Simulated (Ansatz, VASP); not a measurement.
## Ru in VASP and in Ansatz

Contents of INCAR:

```
SYSTEM = Ru
ALGO = Fast
EDIFF = 1E-7
ENCUT = 520
GGA = PS
ISIF = 2
ISMEAR = 0
LASPH = .True.
LCHARG = .False.
LREAL = .False.
LWAVE = .False.
NBANDS = 21
NELM = 100
PREC = Accurate
SIGMA = 0.15
```

KPOINTS

```
k-points
0
Gamma
  24 24 12
  0 0 0
```

Contents of POSCAR:

```
Ru
1.0
    2.7057993342      0.0000000000      0.0000000000
   -1.3528996671      2.3432909610      0.0000000000
    0.0000000000      0.0000000000      4.2819000000
Ru
2
Direct
    0.2693207961      0.5386415921      0.2500000000
    0.6666666667      0.3333333333      0.7500000000
```

Input for Ansatz:

```yaml
crystal:
  lattice:
    - [2.7057993342, 0.0, 0.0]
    - [-1.3528996671, 2.343290961, 0.0]
    - [0.0, 0.0, 4.2819]
  atoms:
    - { symbol: Ru, position: [0.2693207961, 0.5386415921, 0.25] }
    - { symbol: Ru, position: [0.6666666667, 0.3333333333, 0.75] }
basis:
  ecutwfc: 420
kpoints:
  mp_grid: { grid: [24, 24, 12] }
hamiltonian:
  xc: pbesol
scf:
  occupations: { method: gaussian, width: 0.15 }
output:
  forces: true
  stress: true
  eigenvalues: true
  write_density: true
  write_potential: true
  elf: true
  volumetric_format: npy
```

Alike in both runs: task single point; functional PBEsol; k mesh 24 × 24 × 12; occupations gaussian, width 0.15 eV; no spin polarisation.

```csv
,VASP,Ansatz
version,VASP 6.6.1,Ansatz 0.2.0
potentials or method,"VASP PAW PBE potentials, release 64 (Ru_pv), cutoff 520 eV","scalar-relativistic, plane waves, PAW"
valence electrons in the cell,28,32
```

```csv
,VASP,Ansatz,Ansatz less VASP
gap on the k mesh at the Fermi level (eV),none,none,-
pressure (GPa),-2.5,-2.4,+0.07
"traceless stress, the component that is largest in VASP (GPa)",-8.01,-7.96,+0.045
rms of the force components (eV/Å),1.249,1.251,+0.0020
```

VASP's potentials were made for PBE, not for PBEsol. Atom by atom the forces differ by 0.002 eV/Å (rms over components). A gap of «none» marks a metal or a gap that the smearing closes. VASP's potentials hold 28 valence electrons a cell and Ansatz's 32, so a difference there can come from the potentials and not from the codes.
